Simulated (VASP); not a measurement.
# Ti (P6_3/mmc) in VASP: notebook

Runs on Ti. Level: r2SCAN. Tasks: single point.

All numbers are computed with VASP 6.6.1; they aren't measurements. Logs are shortened: lines on timing, memory, paths and dates and some standing lists are left out, and cuts for length are marked.

### Step 1. The cell of the first run

It takes space group P6_3/mmc (No. 194, hexagonal). Conventional cell: a = 2.974 Å, b = 2.974 Å, c = 4.703 Å, α = 90.00°, β = 90.00°, γ = 120.00°. Within 3.8 Å of Ti (site symmetry -6m2) lie 12 Ti at 2.91 to 2.97 Å.

### Step 2. Single point, r2SCAN (18.02 Å³/atom)

The input, POSCAR:

```
Ti
1.0
    2.9744900589      0.0000000000      0.0000000000
   -1.4872450295      2.5759839543      0.0000000000
    0.0000000000      0.0000000000      4.7027049740
Ti
2
Direct
    0.3333333333      0.6666666667      0.2500000000
    0.6666666667      0.3333333333      0.7500000000
```

The input, INCAR.step1:

```
SYSTEM = Ti
PREC = Accurate
ENCUT = 550
ISMEAR = -1
SIGMA = 0.1
LREAL = .False.
LASPH = .True.
NELM = 120
NBANDS = 19
GGA = PE
ALGO = Normal
EDIFF = 1E-5
LWAVE = .True.
LCHARG = .False.
GGA_COMPAT = .False.
```

The input, INCAR.step2:

```
SYSTEM = Ti
PREC = Accurate
ENCUT = 550
EDIFF = 1E-6
ISMEAR = -1
SIGMA = 0.1
LREAL = .False.
LASPH = .True.
NELM = 120
ALGO = Normal
ISIF = 2
LWAVE = .False.
LCHARG = .False.
METAGGA = R2SCAN
LMIXTAU = .True.
NBANDS = 19
ISTART = 1
GGA_COMPAT = .False.
```

The input, KPOINTS:

```
regular mesh
0
Gamma
  20 20 11
  0 0 0
```

Potentials or basis: VASP PAW PBE potentials, release 64 (Ti_sv).

Command:

```console
cat potpaw_PBE.64/Ti_sv/POTCAR > POTCAR
cp INCAR.step1 INCAR
mpirun -np 1 vasp_std > vasp.out
cp INCAR.step2 INCAR
mpirun -np 1 vasp_std > vasp.out
```

OUTCAR:

```text
SYSTEM = Ti
   PREC = Accurate
   ENCUT = 550
   EDIFF = 1E-6
   ISMEAR = -1
   LREAL = .False.
   LASPH = .True.
   NELM = 120
   ISIF = 2
   METAGGA = R2SCAN
   ISTART = 1

 ion  position               nearest neighbor table
   1  0.333  0.667  0.250-   2 2.91   2 2.91   2 2.91   2 2.91   2 2.91   2 2.91
   2  0.667  0.333  0.750-   1 2.91   1 2.91   1 2.91   1 2.91   1 2.91   1 2.91

  LATTYP: Found a hexagonal cell.
 ALAT       =     2.9744900589
 C/A-ratio  =     1.5810121671

  Lattice vectors:

 A1 = (   2.9744900589,   0.0000000000,   0.0000000000)
 A2 = (  -1.4872450295,   2.5759839543,   0.0000000000)
 A3 = (   0.0000000000,   0.0000000000,   4.7027049740)

Analysis of symmetry for initial positions (statically):
=====================================================================
 Subroutine PRICEL returns:
 Original cell was already a primitive cell.

 Routine SETGRP: Setting up the symmetry group for a
 hexagonal supercell.

 Subroutine GETGRP returns: Found 24 space group operations
 (whereof 12 operations were pure point group operations)
 out of a pool of 24 trial point group operations.

The static configuration has the point symmetry D_3d.
 The point group associated with its full space group is D_6h.

Analysis of symmetry for dynamics (positions and initial velocities):
=====================================================================
 Subroutine PRICEL returns:
 Original cell was already a primitive cell.

 Routine SETGRP: Setting up the symmetry group for a
 hexagonal supercell.

 Subroutine GETGRP returns: Found 24 space group operations
 (whereof 12 operations were pure point group operations)
 out of a pool of 24 trial point group operations.

The dynamic configuration has the point symmetry D_3d.
 The point group associated with its full space group is D_6h.

 Subroutine INISYM returns: Found 24 space group operations
 (whereof 12 operations are pure point group operations),
 and found     1 'primitive' translations

----------------------------------------------------------------------------------------

                                     Primitive cell

  volume of cell :      36.0332

  direct lattice vectors                    reciprocal lattice vectors
     2.974490059  0.000000000  0.000000000     0.336192080  0.194100588  0.000000000
    -1.487245029  2.575983954  0.000000000     0.000000000  0.388201176  0.000000000
     0.000000000  0.000000000  4.702704974     0.000000000  0.000000000  0.212643575

  length of vectors
     2.974490059  2.974490059  4.702704974     0.388201176  0.388201176  0.212643575

  position of ions in fractional coordinates (direct lattice)
     0.333333333  0.666666667  0.250000000
     0.666666667  0.333333333  0.750000000

  ion indices of the primitive-cell ions
   primitive index   ion index
                 1           1
                 2           2

----------------------------------------------------------------------------------------

 KPOINTS: regular mesh

Automatic generation of k-mesh.
 Grid dimensions read from file:
 generate k-points for:   20   20   11

 Generating k-lattice:

  Cartesian coordinates                     Fractional coordinates (reciprocal lattice)
     0.016809604  0.009705029  0.000000000     0.050000000 -0.000000000  0.000000000
     0.000000000  0.019410059  0.000000000     0.000000000  0.050000000  0.000000000
     0.000000000  0.000000000  0.019331234     0.000000000  0.000000000  0.090909091

  Length of vectors
     0.019410059  0.019410059  0.019331234

  Shift w.r.t. Gamma in fractional coordinates (k-lattice)
     0.000000000  0.000000000  0.000000000

 Subroutine IBZKPT returns following result:
 ===========================================

 Found    264 irreducible k-points:

 Following reciprocal coordinates:
            Coordinates               Weight
  0.000000  0.000000  0.000000      1.000000
  0.050000  0.000000  0.000000      6.000000
  0.100000  0.000000  0.000000      6.000000
  0.150000  0.000000  0.000000      6.000000
  0.200000  0.000000  0.000000      6.000000
  0.250000  0.000000  0.000000      6.000000
[... 16 lines left out ...]
  0.200000  0.100000  0.000000     12.000000
  0.250000  0.100000  0.000000     12.000000
 [... further k-points ...]
   k-points           NKPTS =    264   k-points in BZ     NKDIM =    264   number of bands    NBANDS=     19
   number of dos      NEDOS =    301   number of ions     NIONS =      2
   total plane-waves  NPLWV =  20736
   dimension x,y,z NGX =    24 NGY =   24 NGZ =   36
   dimension x,y,z NGXF=    48 NGYF=   48 NGZF=   72
   ions per type =               2
   NGX,Y,Z   is equivalent  to a cutoff of  13.41, 13.41, 12.73 a.u.
   NGXF,Y,Z  is equivalent  to a cutoff of  26.83, 26.83, 25.45 a.u.
 SYSTEM =  Ti
   PREC   = accura    normal or accurate (medium, high low for compatibility)
   ISTART =      1    job   : 0-new  1-cont  2-samecut
   ICHARG =      0    charge: 1-file 2-atom 10-const
   ISPIN  =      1    spin polarized calculation?
   LNONCOLLINEAR =      F non collinear calculations
   LSORBIT =      F    spin-orbit coupling
   LASPH  =      T    aspherical Exc in radial PAW
   ENCUT  =  550.0 eV  40.42 Ry    6.36 a.u.   5.69  5.69  8.99*2*pi/ulx,y,z
   NELM   =    120;   NELMIN=  2; NELMDL=  0     # of ELM steps
   EDIFF  = 0.1E-05   stopping-criterion for ELM
   LREAL  =      F    real-space projection
   EDIFFG = 0.1E-04   stopping-criterion for IOM
   NSW    =      0    number of steps for IOM
   IBRION =     -1    ionic relax: 0-MD 1-quasi-New 2-CG
   NFREE  =      0    steps in history (QN), initial steepest desc. (CG)
   ISIF   =      2    stress and relaxation
   ISYM   =      2    0-nonsym 1-usesym 2-fastsym
   POTIM  = 0.5000    time-step for ionic-motion
   TEBEG  =    0.0;   TEEND  =   0.0 temperature during run
   PSTRESS=    0.0 pullay stress
   NELECT =      24.0000    total number of electrons
   NUPDOWN=      -1.0000    fix difference up-down
   EMIN   =  10.00;   EMAX   =-10.00  energy-range for DOS
   EFERMI =   0.00;   METHOD = LEGACY
   ISMEAR =    -1;   SIGMA  =   0.10  broadening in eV -4-tet -1-fermi 0-gaus
   EFERMI_NEDOS =   21; number of points for ismear=-14 and -15
   IALGO  =     38    algorithm
   IMIX   =      4    mixing-type and parameters
     AMIX     =   0.40;   BMIX     =  1.00
     AMIX_MAG =   1.60;   BMIX_MAG =  1.00
  volume/ion in A,a.u.               =      18.02       121.58
  Fermi-wavevector in a.u.,A,eV,Ry     =   1.429697  2.701736 27.810777  2.044034
  Thomas-Fermi vector in A             =   2.549623
   LORBIT       =      0    0 simple, 1 ext, 2 COOP (PROOUT), +10 PAW based schemes
   METAGGA = R2SCAN    functional components
   LHFCALC =     F    Hartree Fock is set to
   AEXX    =    0.0000 exact exchange contribution
   IVDW    =     0    specifies the selected vdW correction
   LEPSILON=     F    determine dielectric tensor
   LRPA    =     F    only Hartree local field effects (RPA)
 non-spin polarized calculation
  energy-cutoff  :      550.00
  volume of cell :       36.03
 maximum number of plane-waves:      1086
 NGX is ok and might be reduce to    24
   NGX = 11   NGY = 11   NGZ = 17

 number of electron      24.0000004 magnetization

 Free energy of the ion-electron system (eV)
  ---------------------------------------------------
  ext. energy  EPLUGINS =         0.00000000
  ---------------------------------------------------
  free energy    TOTEN  =       -25.91643949 eV

  energy without entropy =      -25.84859195  energy(sigma->0) =      -25.88251572

 E-fermi :   7.9951     XC(G=0): -12.2099

 val. band max:        7.9918207849   @ k =   0.3500   0.3000   0.2727
 cond. band min:       7.9980937126   @ k =   0.2500   0.2500   0.3636
 fundamental gap:      0.0062729277
 Fermi energy:         7.9950975366

 k-point     1 :       0.0000    0.0000    0.0000
  band No.  band energies     occupation
      1     -51.2920      2.00000
      2     -51.1675      2.00000
      3     -26.8082      2.00000
      4     -26.2168      2.00000
      5     -26.2168      2.00000
      6     -26.1513      2.00000
[... 11 lines left out ...]
     18       9.7634      0.00000
     19      11.2548      0.00000

 k-point     2 :       0.0500    0.0000    0.0000
  band No.  band energies     occupation
      1     -51.2898      2.00000
      2     -51.1667      2.00000
      3     -26.8031      2.00000
      4     -26.2272      2.00000
      5     -26.2203      2.00000
      6     -26.1535      2.00000
[... 11 lines left out ...]
     18       9.7229      0.00000
     19      11.2767      0.00000

 k-point     3 :       0.1000    0.0000    0.0000
  band No.  band energies     occupation
      1     -51.2832      2.00000
      2     -51.1642      2.00000
      3     -26.7879      2.00000
      4     -26.2575      2.00000
      5     -26.2304      2.00000
      6     -26.1662      2.00000
[... 11 lines left out ...]
     18       9.6124      0.00000
     19      11.3334      0.00000

 k-point     4 :       0.1500    0.0000    0.0000
  band No.  band energies     occupation
      1     -51.2729      2.00000
      2     -51.1604      2.00000
      3     -26.7636      2.00000
      4     -26.3050      2.00000
      5     -26.2457      2.00000
      6     -26.2144      2.00000
[... 11 lines left out ...]
     18       9.7371      0.00000
     19      11.4058      0.00000

 k-point     5 :       0.2000    0.0000    0.0000
  band No.  band energies     occupation
      1     -51.2595      2.00000
      2     -51.1560      2.00000
      3     -26.7313      2.00000
      4     -26.3653      2.00000
      5     -26.2738      2.00000
      6     -26.2645      2.00000
[... 11 lines left out ...]
     18      10.0070      0.00000
     19      11.4782      0.00000
[... 334 lines left out ...]
      2     -51.1584      2.00000
      3     -26.7494      2.00000
      4     -26.3213      2.00000
      5     -26.2822      2.00000
      6     -26.2167      2.00000
[... 11 lines left out ...]
     18       9.9126      0.00000
     19      11.4163      0.00000

 k-point    22 :       0.1500    0.1000    0.0000
  band No.  band energies     occupation
      1     -51.2541      2.00000
      2     -51.1543      2.00000
      3     -26.7179      2.00000
      4     -26.3715      2.00000
      5     -26.3299      2.00000
      6     -26.2451      2.00000
[... 11 lines left out ...]
     18      10.2194      0.00000
     19      11.4629      0.00000

 k-point    23 :       0.2000    0.1000    0.0000
  band No.  band energies     occupation
      1     -51.2393      2.00000
      2     -51.1503      2.00000
      3     -26.6803      2.00000
      4     -26.4324      2.00000
      5     -26.3784      2.00000
      6     -26.2759      2.00000
[... 11 lines left out ...]
     18      10.5746      0.00000
     19      11.5066      0.00000

 k-point    24 :       0.2500    0.1000    0.0000
  band No.  band energies     occupation
      1     -51.2237      2.00000
      2     -51.1470      2.00000
      3     -26.6388      2.00000
      4     -26.4960      2.00000
      5     -26.4245      2.00000
      6     -26.3061      2.00000
[... 11 lines left out ...]
     18      10.9627      0.00000
     19      11.5429      0.00000

 [... further k-points ...]
[... 5 lines left out ...]
  --------------------------------------------------------------------------------------
  -------------------------------------------------------------------------------------
  Total       -0.8750597     -0.8750597     -0.8704961      0.0000000     -0.0000000      0.0000000
  in kB      -38.9085348    -38.9085348    -38.7056175      0.0000000     -0.0000000      0.0000000
  external PRESSURE =     -38.8408957 kB  Pullay stress =       0.0000000 kB

 VOLUME and BASIS-vectors are now :
 -----------------------------------------------------------------------------
  energy-cutoff  :      550.00
  volume of cell :       36.03
      direct lattice vectors                 reciprocal lattice vectors
     2.974490059  0.000000000  0.000000000     0.336192080  0.194100588  0.000000000
    -1.487245029  2.575983954  0.000000000     0.000000000  0.388201176  0.000000000
     0.000000000  0.000000000  4.702704974     0.000000000  0.000000000  0.212643575

 POSITION                                       TOTAL-FORCE (eV/Angst)
 -----------------------------------------------------------------------------------
     -0.00000      1.71732      1.17568        -0.000000      0.000000      0.000000
      1.48725      0.85866      3.52703         0.000000      0.000000      0.000000
 -----------------------------------------------------------------------------------
    total drift:                               -0.000000      0.000000     -0.000000

  FREE ENERGIE OF THE ION-ELECTRON SYSTEM (eV)
  ---------------------------------------------------
  free  energy   TOTEN  =       -25.9164394935 eV

  energy  without entropy=      -25.8485919460  energy(sigma->0) =      -25.88251572
```

Run time: 12 min. Hardware: 1 thread of Oxide Virtual Turin-like, shared host; peak memory 0.25 GiB.

Results:

| Item | Value |
| --- | --- |
| Free energy | -25.9164 eV |
| Pressure | -3.9 GPa |
| Band gap on the k mesh | zero (bands 12 and 13 overlap by 1.25 eV) |

Caveat: the cell stands under tension; the PAW data sets were made with another functional, which shifts forces and pressure a little.

### Step 3. Single point, r2SCAN (18.71 Å³/atom)

This run uses another cell than the first one, of 18.71 Å³/atom.

The input, POSCAR:

```
Ti
1.0
    3.0121458293      0.0000000000      0.0000000000
   -1.5060729146      2.6085948081      0.0000000000
    0.0000000000      0.0000000000      4.7622392051
Ti
2
Direct
    0.3333333333      0.6666666667      0.2500000000
    0.6666666667      0.3333333333      0.7500000000
```

The input, INCAR.step1:

```
  PREC = Accurate
  ENCUT = 550
  ISMEAR = -1
  SIGMA = 0.1
  LREAL = False
  LASPH = True
  NELM = 120
  NBANDS = 19
  GGA = PE
  ALGO = Normal
  EDIFF = 1E-5
  LWAVE = True
  LCHARG = False
  GGA_COMPAT = False
```

The input, INCAR.step2:

```
  PREC = Accurate
  ENCUT = 550
  EDIFF = 1E-6
  ISMEAR = -1
  SIGMA = 0.1
  LREAL = False
  LASPH = True
  NELM = 120
  ALGO = Normal
  ISIF = 2
  LWAVE = False
  LCHARG = False
  METAGGA = R2SCAN
  LMIXTAU = True
  NBANDS = 19
  ISTART = 1
  GGA_COMPAT = False
```

The input, KPOINTS:

```
regular mesh
0
Gamma
  20 20 11
```

Potentials or basis: VASP PAW PBE potentials, release 64 (Ti_sv).

Command:

```console
cat potpaw_PBE.64/Ti_sv/POTCAR > POTCAR
cp INCAR.step1 INCAR
mpirun -np 1 vasp_std > vasp.out
cp INCAR.step2 INCAR
mpirun -np 1 vasp_std > vasp.out
```

It took 18 min on 1 thread of Oxide Virtual Turin-like, shared host; peak memory 0.25 GiB.

Results (log left out):

```
Free energy            : -25.8672 eV
Pressure               : -7.5 GPa
Band gap on the k mesh : zero (bands 12 and 13 overlap by 1.24 eV)
```

Levels at points of the mesh, in eV from the Fermi level:
| k point | band 9 | band 10 | band 11 | band 12 | band 13 | band 14 | band 15 | band 16 |
| --- | --- | --- | --- | --- | --- | --- | --- | --- |
| (0.00, 0.00, 0.00) | -6.43 | -2.66 | 0.41 | 0.84 | 0.84 | 0.94 | 1.31 | 1.31 |
| (0.50, 0.00, 0.00) | -2.41 | -2.05 | -1.72 | -0.89 | 0.61 | 0.65 | 1.18 | 3.24 |

Caveat: the cell stands under tension; the PAW data sets were made with another functional, which shifts forces and pressure a little.

(Part 1 of 2 ends here.)
